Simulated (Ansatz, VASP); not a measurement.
# Two plane-wave programs on Ga4PN3

The input INCAR:

```
SYSTEM = Ga4PN3
PREC = Accurate
ENCUT = 520
EDIFF = 1E-6
ISMEAR = -1
SIGMA = 0.02
LREAL = .False.
LASPH = .True.
NELM = 150
ALGO = Normal
ISIF = 2
LWAVE = .False.
LCHARG = .True.
LNONCOLLINEAR = .True.
MAGMOM = 0 0 0 0 0 0 0 0 0 0 0 0 0 0 0 0 0 0 0 0 0 0 0 0
LORBIT = 11
LSORBIT = .True.
GGA_COMPAT = .False.
LORBMOM = .True.
GGA = PE
LVHAR = .True.
NBANDS = 90
```

The input KPOINTS:

```
regular mesh
0
Gamma
  6 6 6
  0 0 0
```

Contents of POSCAR:

```
Ga4PN3
1.0
    4.7463190410      0.0000000000      0.0000000000
    0.0000000000      4.7463190410      0.0000000000
    0.0000000000      0.0000000000      4.7463190410
N Ga P
3 4 1
Direct
    0.5000000000      0.0000000000      0.0000000000
    0.0000000000      0.5000000000      0.0000000000
    0.0000000000      0.0000000000      0.5000000000
    0.2306584560      0.7693415440      0.7693415440
    0.7693415440      0.2306584560      0.7693415440
    0.7693415440      0.7693415440      0.2306584560
    0.2306584560      0.2306584560      0.2306584560
    0.5000000000      0.5000000000      0.5000000000
```

Input for Ansatz:

```yaml
crystal:
  lattice:
    - [4.746319041, 0.0, 0.0]
    - [0.0, 4.746319041, 0.0]
    - [0.0, 0.0, 4.746319041]
  atoms:
    - { symbol: "N", position: [0.5, 0.0, 0.0] }
    - { symbol: Ga, position: [0.230658456, 0.769341544, 0.769341544] }
    - { symbol: "N", position: [0.0, 0.5, 0.0] }
    - { symbol: Ga, position: [0.769341544, 0.230658456, 0.769341544] }
    - { symbol: "N", position: [0.0, 0.0, 0.5] }
    - { symbol: Ga, position: [0.769341544, 0.769341544, 0.230658456] }
    - { symbol: P, position: [0.5, 0.5, 0.5] }
    - { symbol: Ga, position: [0.230658456, 0.230658456, 0.230658456] }
kpoints:
  mp_grid: { grid: [6, 6, 6] }
  band_path:
    path: [[0.0, 0.0, 0.0], [0.0, 0.5, 0.0], [0.5, 0.5, 0.0], [0.5, 0.5, 0.5]]
    npoints: 1
hamiltonian:
  xc: pbe
scf:
  occupations: { method: fermi_dirac, width: 0.02 }
  n_extra_bands: 12
magnetization:
  noncollinear: true
  spin_orbit: true
output:
  forces: true
  stress: true
  eigenvalues: true
```

Alike in both runs: task single point; functional PBE; k mesh 6 × 6 × 6; occupations fermi-dirac, width 0.02 eV; non-collinear spin, spin-orbit coupling.

|  | VASP | Ansatz |
| --- | --- | --- |
| version | VASP 6.6.1 | Ansatz 0.2.0 |
| potentials or method | VASP PAW PBE potentials, release 64 (N, Ga_d, P) | plane waves, PAW |
| plane-wave cutoff (eV) | 520 | 420 |
| valence electrons in the cell | 72 | 72 |

```tsv
	VASP	Ansatz	Ansatz less VASP
pressure (GPa)	4.8	4.8	-0.01
rms of the force components (eV/Å)	0.001	0.019	+0.0178
net moment per atom (μB)	0.00	0.00	0.000
```
